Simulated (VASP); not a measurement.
Set up this calculation in VASP 6.6.1, as the native input.

- Task: single point
- Functional: PBEsol
- Potentials or basis: VASP PAW PBE potentials, release 64 (Mg, S)
- Cutoff: 520 eV
- k mesh: 6 × 6 × 6
- Occupations: gaussian, width 0.02 eV
- Spin: no spin polarisation
- Dipole correction: no
- Further INCAR settings: ALGO = Normal; EDIFF = 1e-07; NBANDS = 16

The structure of MgS lies in POSCAR:

```
MgS
1.0
    2.6427930803      2.6427930803      0.0000000000
   -2.5810438209      2.5810438209      0.0000000000
    0.0000000000      0.0000000000      5.1582184523
Mg S
2 2
Direct
    0.0000000000      0.0000000000      0.0000000000
    0.5000000000      0.5000000000      0.5000000000
    0.5000000000      0.5000000000      0.0000000000
    0.0000000000      0.0000000000      0.5000000000
```

This cell differs from its parent crystal: uniaxial strain along a: +2.0 %, then relaxed in part.

The input as run:

INCAR

```
PREC     = Accurate       # precision mode
ENCUT    = 520            # plane-wave cutoff, eV
EDIFF    = 1E-7           # SCF threshold, eV
ISMEAR   = 0              # smearing method
SIGMA    = 0.02           # smearing width, eV
LREAL    = F              # projectors in reciprocal space
LASPH    = T              # aspherical terms in the spheres
NELM     = 60             # most SCF steps
ALGO     = Normal         # electronic algorithm
ISIF     = 2              # what is computed and relaxed
LWAVE    = F              # write WAVECAR
LCHARG   = T              # write CHGCAR
GGA      = PS             # functional
LELF     = T              # ELF
LVHAR    = T            
NBANDS   = 16             # bands
```

KPOINTS

```
regular mesh
0
Gamma
  6 6 6
```

Potentials or basis: VASP PAW PBE potentials, release 64 (Mg, S).

Run with:

```sh
$ cat potpaw_PBE.64/Mg/POTCAR potpaw_PBE.64/S/POTCAR > POTCAR
$ mpirun -np 1 vasp_std > vasp.out
```

Results of the run:

- Pressure: -1.0 GPa
- Band gap on the k mesh: 2.52 eV

Caveat: the cell differs from its parent crystal (uniaxial strain along a: +2.0 %, then relaxed in part); the PAW data sets were made with another functional, which shifts forces and pressure a little.

Wall time 50 s on 1 thread of AMD EPYC 7R13 Processor (Zen 3) (shared host), peak memory 0.19 GiB.
